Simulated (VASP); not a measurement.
Runs of VASP 6.6.1 on AgCl. The structure is that of space group Pm-3m (No. 221), or close to it. The cells are those of the table. 

| level | cell | smearing | gap on the mesh (eV) | pressure (GPa) |
| --- | --- | --- | --- | --- |
| r2SCAN | a = 3.406 Å, angles 88.7°, 2 atoms | gaussian 0.01 eV | (c) | -0.6 |
| PBE | a = 3.447 Å, angles 88.3°, 2 atoms | fermi-dirac 0.02 eV | 0.50 | -0.7 |
| PBE | a = 3.406 Å, angles 88.7°, 2 atoms | fermi-dirac 0.02 eV | 0.52 | 1.0 |
| r2SCAN | a = 3.447 Å, angles 88.3°, 2 atoms | gaussian 0.01 eV | (b) | -2.3 |
| PBE | a = 3.411, b = 3.396, c = 3.396 Å, 2 atoms | fermi-dirac 0.02 eV | 0.58 | (a) |
| r2SCAN | a = 3.411, b = 3.396, c = 3.396 Å, 2 atoms | gaussian 0.01 eV | 1.18 | -0.4 |

Alike in all rows: task single point; potentials or basis VASP PAW PBE potentials, release 64 (Ag, Cl); no spin polarisation; k mesh 8 × 8 × 8; cutoff (eV) 520.

**Question.** Fill in the values left out.

**Answer.** (a) 1.2; (b) 1.08; (c) 1.11.

Caveats: the PAW data sets were made with another functional, which shifts forces and pressure a little (at least some runs).

A k mesh can miss the band edges, and the runs leave out spin-orbit coupling on Ag.
